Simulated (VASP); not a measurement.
# Ga (P2_1/m) in VASP: notebook, part 2 of 3

VASP 6.6.1. The steps go on from the part before.

### Step 3. Single point, PBEsol

This run uses another cell than the first one, of 17.97 Å³/atom, 1.035 times its volume.

Contents of INCAR:

```
SYSTEM = Ga
PREC = Accurate ; ENCUT = 520
EDIFF = 1E-6 ; ISMEAR = -1
SIGMA = 0.05 ; LREAL = .FALSE.
LASPH = .TRUE. ; NELM = 100
ALGO = Normal ; ISIF = 2
LWAVE = .FALSE. ; LCHARG = .FALSE.
GGA = PS ; NBANDS = 20
```

Contents of KPOINTS:

```
Automatic mesh
0
G
  10 8 7
  0 0 0
```

Contents of POSCAR:

```
Ga
1.0
    2.7693039385      0.0000000000     -0.0372648966
    0.0000000000      3.1925393212      0.0000000000
   -1.3925408132      0.0000000000      4.0847701708
Ga
2
Direct
    0.1245977127      0.7500000000      0.7679653380
    0.8754022873      0.2500000000      0.2320346620
```

Potentials or basis: VASP PAW PBE potentials, release 64 (Ga_d).

Started as:

```bash
$ cat potpaw_PBE.64/Ga_d/POTCAR > POTCAR
$ mpirun -np 1 vasp_std > vasp.out
```

OUTCAR:

```text
SYSTEM = Ga
   PREC = Accurate
   ENCUT = 520
   EDIFF = 1E-6
   ISMEAR = -1
   LREAL = .FALSE.
   LASPH = .TRUE.
   NELM = 100
   ISIF = 2
   GGA = PS

 ion  position               nearest neighbor table
   1  0.125  0.750  0.768-   2 2.70   2 2.70   2 2.82   2 2.82   2 2.84   2 2.84
   2  0.875  0.250  0.232-   1 2.70   1 2.70   1 2.82   1 2.82   1 2.84   1 2.84

  LATTYP: Found a simple monoclinic cell.
 ALAT       =     2.7695546531
 B/A-ratio  =     1.1527266009
 C/A-ratio  =     1.5436602869
 COS(beta)  =    -0.3092633295

  Lattice vectors:

 A1 = (   2.7693039385,   0.0000000000,  -0.0372648966)
 A2 = (   0.0000000000,  -3.1925393212,   0.0000000000)
 A3 = (  -1.3767631253,   0.0000000000,  -4.0475052742)

Analysis of symmetry for initial positions (statically):
=====================================================================
 Subroutine PRICEL returns:
 Original cell was already a primitive cell.

 Routine SETGRP: Setting up the symmetry group for a
 simple monoclinic supercell.

 Subroutine GETGRP returns: Found  4 space group operations
 (whereof  2 operations were pure point group operations)
 out of a pool of  4 trial point group operations.

The static configuration has the point symmetry S_2 .
 The point group associated with its full space group is C_2h.

Analysis of symmetry for dynamics (positions and initial velocities):
=====================================================================
 Subroutine PRICEL returns:
 Original cell was already a primitive cell.

 Routine SETGRP: Setting up the symmetry group for a
 simple monoclinic supercell.

 Subroutine GETGRP returns: Found  4 space group operations
 (whereof  2 operations were pure point group operations)
 out of a pool of  4 trial point group operations.

The dynamic configuration has the point symmetry S_2 .
 The point group associated with its full space group is C_2h.

 Subroutine INISYM returns: Found  4 space group operations
 (whereof  2 operations are pure point group operations),
 and found     1 'primitive' translations

----------------------------------------------------------------------------------------

                                     Primitive cell

  volume of cell :      35.9482

  direct lattice vectors                    reciprocal lattice vectors
     2.769303938  0.000000000 -0.037264897     0.362765733  0.000000000  0.123670627
     0.000000000  3.192539321  0.000000000     0.000000000  0.313230285  0.000000000
    -1.392540813  0.000000000  4.084770171     0.003309471  0.000000000  0.245940048

  length of vectors
     2.769554653  3.192539321  4.315613197     0.383266749  0.313230285  0.245962314

  position of ions in fractional coordinates (direct lattice)
     0.124597713  0.750000000  0.767965338
     0.875402287  0.250000000  0.232034662

  ion indices of the primitive-cell ions
   primitive index   ion index
                 1           1
                 2           2

----------------------------------------------------------------------------------------

 KPOINTS: Automatic mesh

Automatic generation of k-mesh.
 Grid dimensions read from file:
 generate k-points for:   10    8    7

 Generating k-lattice:

  Cartesian coordinates                     Fractional coordinates (reciprocal lattice)
     0.036276573  0.000000000  0.012367063     0.100000000  0.000000000  0.000000000
     0.000000000  0.039153786  0.000000000     0.000000000  0.125000000  0.000000000
     0.000472782  0.000000000  0.035134293     0.000000000  0.000000000  0.142857143

  Length of vectors
     0.038326675  0.039153786  0.035137473

  Shift w.r.t. Gamma in fractional coordinates (k-lattice)
     0.000000000  0.000000000  0.000000000

 Subroutine IBZKPT returns following result:
 ===========================================

 Found    180 irreducible k-points:

 Following reciprocal coordinates:
            Coordinates               Weight
  0.000000  0.000000  0.000000      1.000000
  0.100000  0.000000  0.000000      2.000000
  0.200000  0.000000  0.000000      2.000000
  0.300000  0.000000  0.000000      2.000000
  0.400000  0.000000 -0.000000      2.000000
  0.500000  0.000000  0.000000      1.000000
[... 16 lines left out ...]
  0.400000  0.375000 -0.000000      4.000000
  0.500000  0.375000  0.000000      2.000000
 [... further k-points ...]
   k-points           NKPTS =    180   k-points in BZ     NKDIM =    180   number of bands    NBANDS=     20
   number of dos      NEDOS =    301   number of ions     NIONS =      2
   total plane-waves  NPLWV =  18432
   dimension x,y,z NGX =    24 NGY =   24 NGZ =   32
   dimension x,y,z NGXF=    48 NGYF=   48 NGZF=   64
   ions per type =               2
   NGX,Y,Z   is equivalent  to a cutoff of  14.41, 12.50, 12.33 a.u.
   NGXF,Y,Z  is equivalent  to a cutoff of  28.81, 25.00, 24.65 a.u.
 SYSTEM =  Ga
   PREC   = accura    normal or accurate (medium, high low for compatibility)
   ISTART =      0    job   : 0-new  1-cont  2-samecut
   ICHARG =      2    charge: 1-file 2-atom 10-const
   ISPIN  =      1    spin polarized calculation?
   LNONCOLLINEAR =      F non collinear calculations
   LSORBIT =      F    spin-orbit coupling
   LASPH  =      T    aspherical Exc in radial PAW
   ENCUT  =  520.0 eV  38.22 Ry    6.18 a.u.   5.15  5.94  8.02*2*pi/ulx,y,z
   NELM   =    100;   NELMIN=  2; NELMDL= -5     # of ELM steps
   EDIFF  = 0.1E-05   stopping-criterion for ELM
   LREAL  =      F    real-space projection
   EDIFFG = 0.1E-04   stopping-criterion for IOM
   NSW    =      0    number of steps for IOM
   IBRION =     -1    ionic relax: 0-MD 1-quasi-New 2-CG
   NFREE  =      0    steps in history (QN), initial steepest desc. (CG)
   ISIF   =      2    stress and relaxation
   ISYM   =      2    0-nonsym 1-usesym 2-fastsym
   POTIM  = 0.5000    time-step for ionic-motion
   TEBEG  =    0.0;   TEEND  =   0.0 temperature during run
   PSTRESS=    0.0 pullay stress
   NELECT =      26.0000    total number of electrons
   NUPDOWN=      -1.0000    fix difference up-down
   EMIN   =  10.00;   EMAX   =-10.00  energy-range for DOS
   EFERMI =   0.00;   METHOD = LEGACY
   ISMEAR =    -1;   SIGMA  =   0.05  broadening in eV -4-tet -1-fermi 0-gaus
   EFERMI_NEDOS =   21; number of points for ismear=-14 and -15
   IALGO  =     38    algorithm
   IMIX   =      4    mixing-type and parameters
     AMIX     =   0.40;   BMIX     =  1.00
     AMIX_MAG =   1.60;   BMIX_MAG =  1.00
  volume/ion in A,a.u.               =      17.97       121.30
  Fermi-wavevector in a.u.,A,eV,Ry     =   1.469513  2.776977 29.381348  2.159468
  Thomas-Fermi vector in A             =   2.584881
   LORBIT       =      0    0 simple, 1 ext, 2 COOP (PROOUT), +10 PAW based schemes
   GGA     = PS    functional components
   LHFCALC =     F    Hartree Fock is set to
   AEXX    =    0.0000 exact exchange contribution
   IVDW    =     0    specifies the selected vdW correction
   LEPSILON=     F    determine dielectric tensor
   LRPA    =     F    only Hartree local field effects (RPA)
 non-spin polarized calculation
  energy-cutoff  :      520.00
  volume of cell :       35.95
 maximum number of plane-waves:       986
 NGX is ok and might be reduce to    24
   NGX = 11   NGY = 11   NGZ = 17

 number of electron      26.0000007 magnetization

 Free energy of the ion-electron system (eV)
  ---------------------------------------------------
  ext. energy  EPLUGINS =         0.00000000
  ---------------------------------------------------
  free energy    TOTEN  =        -6.69967368 eV

  energy without entropy =       -6.69583540  energy(sigma->0) =       -6.69775454

 E-fermi :   5.7947     XC(G=0): -11.3552

 val. band max:        5.7493987710   @ k =   0.3000   0.0000   0.0000
 cond. band min:       5.8242484820   @ k =   0.4000   0.3750   0.2857
 fundamental gap:      0.0748497110
 Fermi energy:         5.7946966922

 k-point     1 :       0.0000    0.0000    0.0000
  band No.  band energies     occupation
      1      -9.3259      2.00000
      2      -9.2954      2.00000
      3      -9.2539      2.00000
      4      -9.2525      2.00000
      5      -8.9808      2.00000
      6      -8.9669      2.00000
[... 12 lines left out ...]
     19      17.1456      0.00000
     20      18.8386      0.00000

 k-point     2 :       0.1000    0.0000    0.0000
  band No.  band energies     occupation
      1      -9.3097      2.00000
      2      -9.2881      2.00000
      3      -9.2416      2.00000
      4      -9.2069      2.00000
      5      -8.9938      2.00000
      6      -8.9847      2.00000
[... 498 lines left out ...]
 k-point    24 :       0.5000    0.3750    0.0000
  band No.  band energies     occupation
      1      -9.3030      2.00000
      2      -9.2437      2.00000
      3      -9.2018      2.00000
      4      -9.1900      2.00000
      5      -9.0452      2.00000
      6      -8.9809      2.00000
[... 12 lines left out ...]
     19      16.2556      0.00000
     20      17.0557      0.00000

 [... further k-points ...]
[... 5 lines left out ...]
  --------------------------------------------------------------------------------------
  -------------------------------------------------------------------------------------
  Total       -0.0060600     -0.0137220     -0.0149477      0.0000000      0.0000000     -0.0008784
  in kB       -0.2700887     -0.6115760     -0.6662032      0.0000000      0.0000000     -0.0391475
  external PRESSURE =      -0.5159560 kB  Pullay stress =       0.0000000 kB

 VOLUME and BASIS-vectors are now :
 -----------------------------------------------------------------------------
  energy-cutoff  :      520.00
  volume of cell :       35.95
      direct lattice vectors                 reciprocal lattice vectors
     2.769303938  0.000000000 -0.037264897     0.362765733  0.000000000  0.123670627
     0.000000000  3.192539321  0.000000000     0.000000000  0.313230285  0.000000000
    -1.392540813  0.000000000  4.084770171     0.003309471  0.000000000  0.245940048

 POSITION                                       TOTAL-FORCE (eV/Angst)
 -----------------------------------------------------------------------------------
     -0.72437      2.39440      3.13232         0.001385      0.000000     -0.000764
      2.10114      0.79813      0.91519        -0.001385     -0.000000      0.000764
 -----------------------------------------------------------------------------------
    total drift:                               -0.000000     -0.000000      0.000000

  FREE ENERGIE OF THE ION-ELECTRON SYSTEM (eV)
  ---------------------------------------------------
  free  energy   TOTEN  =        -6.6996736773 eV

  energy  without entropy=       -6.6958354049  energy(sigma->0) =       -6.69775454
```

Run time: 42 s. Hardware: 1 thread of AMD EPYC 9R45 (Zen 5), shared host; peak memory 0.19 GiB.

What came out:

| Quantity | Value |
| --- | --- |
| Free energy | -6.6997 eV |
| Pressure | -0.1 GPa |
| Band gap on the k mesh | zero (band 13 reaches 10.60 eV, above the bottom of band 14 at 1.61 eV) |

Caveat: the PAW data sets were made with another functional, which shifts forces and pressure a little.

### Step 4. Single point, PBE

This run uses another cell than the first one, of 18.92 Å³/atom, 1.089 times its volume.

Contents of INCAR:

```
  ALGO = Fast
  EDIFF = 1E-6
  ENCUT = 520
  GGA = PE
  ISIF = 2
  ISMEAR = -1
  LASPH = T
  LCHARG = T
  LELF = T
  LREAL = F
  LVHAR = T
  LWAVE = F
  NBANDS = 20
  NELM = 100
  PREC = Accurate
  SIGMA = 0.05
```

Contents of KPOINTS:

```
k-points
0
Gamma
  10 8 7
```

Contents of POSCAR:

```
Ga
1.0
    2.8895589683      0.0000000000      0.0000000000
    0.0000000000      3.2816087900      0.0000000000
   -1.3971683425      0.0000000000      3.9902731763
Ga
2
Direct
    0.1345962700      0.7500000000      0.7701668300
    0.8654037300      0.2500000000      0.2298331700
```

Started as:

```bash
$ cat potpaw_PBE.64/Ga_d/POTCAR > POTCAR
$ mpirun -np 1 vasp_std > vasp.out
```

It took 66 s on 1 thread of Intel Xeon 6975P-C, shared host; peak memory 0.22 GiB.

It converged, with:

* Free energy: -5.7926 eV
* Pressure: 1.2 GPa
* Largest force: 0.056 eV/Å
* Band gap on the k mesh: zero (band 13 reaches 9.46 eV, above the bottom of band 14 at 1.57 eV)

Forces in eV/Å, atoms in the order of the input:
```
Ga  -0.006  0.000  0.055
Ga   0.006  0.000 -0.055
```

Stress tensor (GPa, compression positive):
```
 0.27  0.00 -0.11
 0.00  0.91  0.00
-0.11  0.00  2.29
```

Levels at points of the mesh, in eV from the Fermi level:
```
           k point  band 11  band 12  band 13  band 14  band 15  band 16
(0.00, 0.00, 0.00)   -11.04    -1.76    -1.13     2.17     5.88     8.12
(0.50, 0.00, 0.00)    -6.45    -5.21    -1.33     0.15     6.07     6.67
(0.00, 0.50, 0.00)    -7.48    -7.48     2.05     2.05     2.96     2.96
(0.50, 0.50, 0.00)    -3.06    -3.06    -1.65    -1.65     2.18     2.18
```

### Step 5. Single point, PBE+D3(BJ)

This run uses another cell than the first one, of 18.34 Å³/atom, 1.056 times its volume.

Contents of INCAR:

```
ALGO     = Fast           # electronic algorithm
EDIFF    = 1E-6           # SCF threshold, eV
ENCUT    = 520            # plane-wave cutoff, eV
GGA      = PE             # functional
ISIF     = 2              # what is computed and relaxed
ISMEAR   = -1             # smearing method
IVDW     = 12             # dispersion correction
LASPH    = T              # aspherical terms in the spheres
LCHARG   = F              # write CHGCAR
LREAL    = F              # projectors in reciprocal space
LWAVE    = F              # write WAVECAR
NBANDS   = 20             # bands
NELM     = 60             # most SCF steps
PREC     = Accurate       # precision mode
SIGMA    = 0.05           # smearing width, eV
```

KPOINTS is that of step 4.

Contents of POSCAR:

```
Ga
1.0
    2.7932076940      0.0000000000     -0.0373658144
    0.0000000000      3.2144284911      0.0000000000
   -1.4042437645      0.0000000000      4.1042467930
Ga
2
Direct
    0.1237560647      0.7500000000      0.7678857890
    0.8762439353      0.2500000000      0.2321142110
```

Potentials or basis: VASP PAW PBE potentials, release 64 (Ga_d).

Started as:

```bash
$ cat potpaw_PBE.64/Ga_d/POTCAR > POTCAR
$ mpirun -np 1 vasp_std > vasp.out
```

OUTCAR:

```text
EDIFF = 1E-6
   ENCUT = 520
   GGA = PE
   ISIF = 2
   ISMEAR = -1
   IVDW = 12
   LASPH = T
   LREAL = F
   NELM = 60
   PREC = Accurate
 IVDW          = 12

 ion  position               nearest neighbor table
   1  0.124  0.750  0.768-   2 2.72   2 2.72   2 2.84   2 2.84   2 2.87   2 2.87
   2  0.876  0.250  0.232-   1 2.72   1 2.72   1 2.84   1 2.84   1 2.87   1 2.87

  LATTYP: Found a simple monoclinic cell.
 ALAT       =     2.7934576113
 B/A-ratio  =     1.1506988608
 C/A-ratio  =     1.5384258474
 COS(beta)  =    -0.3105135067

  Lattice vectors:

 A1 = (   2.7932076940,   0.0000000000,  -0.0373658144)
 A2 = (   0.0000000000,  -3.2144284911,   0.0000000000)
 A3 = (  -1.3889639295,   0.0000000000,  -4.0668809786)

Analysis of symmetry for initial positions (statically):
=====================================================================
 Subroutine PRICEL returns:
 Original cell was already a primitive cell.

 Routine SETGRP: Setting up the symmetry group for a
 simple monoclinic supercell.

 Subroutine GETGRP returns: Found  4 space group operations
 (whereof  2 operations were pure point group operations)
[... 163 lines left out ...]
  free energy    TOTEN  =        -5.78814578 eV

  energy without entropy =       -5.78413955  energy(sigma->0) =       -5.78614266

 E-fermi :   5.7564     XC(G=0): -11.1132

 val. band max:        5.7562258103   @ k =   0.4000   0.3750   0.2857
 cond. band min:       5.7582459303   @ k =   0.0000   0.2500   0.0000
 fundamental gap:      0.0020201200
 Fermi energy:         5.7563537024

 k-point     1 :       0.0000    0.0000    0.0000
  band No.  band energies     occupation
      1      -9.3927      2.00000
      2      -9.3672      2.00000
      3      -9.3236      2.00000
      4      -9.3216      2.00000
      5      -9.0691      2.00000
      6      -9.0579      2.00000
[... 541 lines left out ...]
     19      16.1503      0.00000
     20      16.9355      0.00000

 [... further k-points ...]

------------------------ aborting loop because EDIFF is reached ----------------------------------------

 Edisp (eV)   -0.62833

 E8    (eV) :    -0.2943

  FORCE on cell =-STRESS in cart. coord.  units (eV):
  Direction    XX          YY          ZZ          XY          YZ          ZX
  --------------------------------------------------------------------------------------
  -------------------------------------------------------------------------------------
  Total      -0.01418    -0.01882    -0.01167     0.00000     0.00000    -0.00110
  in kB      -0.61952    -0.82197    -0.50982     0.00000     0.00000    -0.04790
  external pressure =       -0.65 kB  Pullay stress =        0.00 kB

 VOLUME and BASIS-vectors are now :
 -----------------------------------------------------------------------------
  energy-cutoff  :      520.00
  volume of cell :       36.68
      direct lattice vectors                 reciprocal lattice vectors
     2.793207694  0.000000000 -0.037365814     0.359657479  0.000000000  0.123054679
     0.000000000  3.214428491  0.000000000     0.000000000  0.311097292  0.000000000
    -1.404243765  0.000000000  4.104246793     0.003274388  0.000000000  0.244770378

 POSITION                                       TOTAL-FORCE (eV/Angst)
 -----------------------------------------------------------------------------------
     -0.73262      2.41082      3.14697         0.000220      0.000000      0.001053
      2.12159      0.80361      0.91991        -0.000220     -0.000000     -0.001053
 -----------------------------------------------------------------------------------
    total drift:                               -0.000000      0.000000      0.000000

  FREE ENERGIE OF THE ION-ELECTRON SYSTEM (eV)
  ---------------------------------------------------
  free  energy   TOTEN  =        -6.4164782455 eV

  energy  without entropy=       -6.4124720171  energy(sigma->0) =       -6.41447513
```

OSZICAR:

```text
N       E                     dE             d eps       ncg     rms          rms(c)
DAV:   1     0.132823230126E+03    0.13282E+03   -0.13189E+04  7556   0.248E+03
DAV:   2     0.563329039485E+01   -0.12719E+03   -0.12396E+03  7504   0.389E+02
DAV:   3    -0.566952896144E+01   -0.11303E+02   -0.11240E+02  8128   0.946E+01
DAV:   4    -0.583855805671E+01   -0.16903E+00   -0.16894E+00  8216   0.128E+01
DAV:   5    -0.584144848194E+01   -0.28904E-02   -0.28903E-02  8308   0.163E+00    0.141E+00
RMM:   6    -0.579722495652E+01    0.44224E-01   -0.78389E-02  9781   0.336E+00    0.737E-01
RMM:   7    -0.578901141198E+01    0.82135E-02   -0.25398E-02 10176   0.153E+00    0.198E-01
RMM:   8    -0.578809063472E+01    0.92078E-03   -0.23393E-03 10261   0.552E-01    0.224E-02
RMM:   9    -0.578813669578E+01   -0.46061E-04   -0.45403E-04 11624   0.243E-01    0.123E-02
RMM:  10    -0.578814387027E+01   -0.71745E-05   -0.93168E-05 10820   0.950E-02    0.358E-03
RMM:  11    -0.578814589321E+01   -0.20229E-05   -0.17872E-05  9279   0.370E-02    0.192E-03
RMM:  12    -0.578814577592E+01    0.11729E-06   -0.35117E-06  6088   0.226E-02
   1 F= -.64164782E+01 E0= -.64144751E+01  d E =-.400623E-02
```

stdout:

```text
POSCAR found type information on POSCAR Ga
 POSCAR found :  1 types and       2 ions
 scaLAPACK will be used
 LDA part: xc-table for (Slater+PW92), standard interpolation
 POSCAR, INCAR and KPOINTS ok, starting setup
 FFT: planning ... GRIDC
 FFT: planning ... GRID_SOFT
 FFT: planning ... GRID
 WAVECAR not read
 entering main loop
```

It took 52 s on 1 thread of Intel Xeon 6975P-C, shared host; peak memory 0.23 GiB.

Results:

```yaml
Free_energy: -6.4165 eV
Pressure: -0.1 GPa
Band_gap_on_the_k_mesh: zero (band 13 reaches 10.52 eV, above the bottom of band 14 at 1.68 eV)
Dispersion_energy_per_atom: -0.314 eV
```

Levels at points of the mesh, in eV from the Fermi level:
| k point | band 10 | band 11 | band 12 | band 13 | band 14 | band 15 | band 16 | band 17 |
| --- | --- | --- | --- | --- | --- | --- | --- | --- |
| (0.00, 0.00, 0.00) | -14.63 | -11.32 | -2.35 | -1.81 | 2.46 | 6.18 | 8.99 | 10.08 |
| (0.50, 0.00, 0.00) | -14.65 | -6.22 | -5.17 | -1.78 | -0.34 | 6.57 | 6.73 | 9.31 |
| (0.00, 0.50, 0.00) | -14.69 | -7.59 | -7.59 | 1.61 | 1.61 | 2.34 | 2.34 | 11.47 |
| (0.50, 0.50, 0.00) | -14.66 | -2.73 | -2.73 | -1.50 | -1.50 | 1.92 | 1.92 | 4.16 |

Caveat: three body term missing; pairwise dispersion overbinds metals, which lowers pressure and volume.

(Continued in part 3 of 3.)
